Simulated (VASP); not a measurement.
CaC2, 3 atoms in the cell. Symmetry: I4/mmm, No. 139, tetragonal system. The conventional cell has a = 3.570 Å, b = 3.570 Å, c = 6.278 Å, α = 90.00°, β = 90.00°, γ = 90.00°. Ca (site symmetry 4/mmm) has 10 C at 2.51 to 2.60 Å within 3.3 Å. Within 1.7 Å of C (site symmetry 4mm) lie 1 C at 1.25 Å.  This cell differs from its parent crystal: strain -0.050 along x and y, +0.000 along z.

```yaml
Program: VASP 6.6.1
Task: single point
Functional: LDA
Potentials_or_basis: VASP PAW LDA potentials, release 64 (Ca_sv, C)
Cutoff: 600 eV
k_mesh: 10 × 10 × 10
Occupations: gaussian, width 0.05 eV
Spin: no spin polarisation
Dipole_correction: no
Further_INCAR_settings: ALGO = Normal; EDIFF = 1e-06; NBANDS = 16
```

Potentials or basis: VASP PAW LDA potentials, release 64 (Ca_sv, C).

Command:

```sh
$ cat potpaw_LDA.64/Ca_sv/POTCAR potpaw_LDA.64/C/POTCAR > POTCAR
$ mpirun -np 1 vasp_std > vasp.out
```

Hardware: 1 thread of Oxide Virtual Turin-like Processor, on a shared host.

How long does it take, and how much memory?

Run time: 2.4 min on 1 thread of Oxide Virtual Turin-like Processor, on a shared host, peak memory 0.18 GiB. Counts: scf iterations 14, k points 102.
